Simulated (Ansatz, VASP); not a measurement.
GeB2C3: VASP beside Ansatz

```
Ge B C
1.0
     2.52490    1.45775    4.32603
    -2.52490    1.45775    4.32603
     0.00000   -2.91550    4.32603
Ge B C
1 2 3
Direct
  0.00000 0.00000 0.00000
  0.80804 0.80804 0.80804
  0.19196 0.19196 0.19196
  0.00000 0.50000 0.00000
  0.50000 0.00000 0.00000
  0.00000 0.00000 0.50000
```

Change from the starting cell: species swapped into the Zr2Al3Cr type (R-3m, No. 166).

Alike in both runs: functional PBE; k mesh 12 × 12 × 12; occupations gaussian, width 0.1 eV; no spin polarisation.

Ansatz relaxed the structure, and its values are those at the end. VASP's run is a single point on that final structure, the one shown.

|  | VASP | Ansatz |
| --- | --- | --- |
| version | VASP 6.6.1 | Ansatz 0.2.0 |
| potentials or method | VASP PAW PBE potentials, release 64 (Ge_d, B, C), cutoff 520 eV | scalar-relativistic, plane waves, PAW |
| valence electrons in the cell | 32 | 32 |

|  | VASP | Ansatz | Ansatz less VASP |
| --- | --- | --- | --- |
| gap on the k mesh at the Fermi level (eV) | none | none | - |
| pressure (GPa) | 0.1 | 0.0 | -0.06 |

A gap of «none» marks a metal or a gap that the smearing closes. With one functional, cell and mesh, what is left measures potentials, basis and numerics.
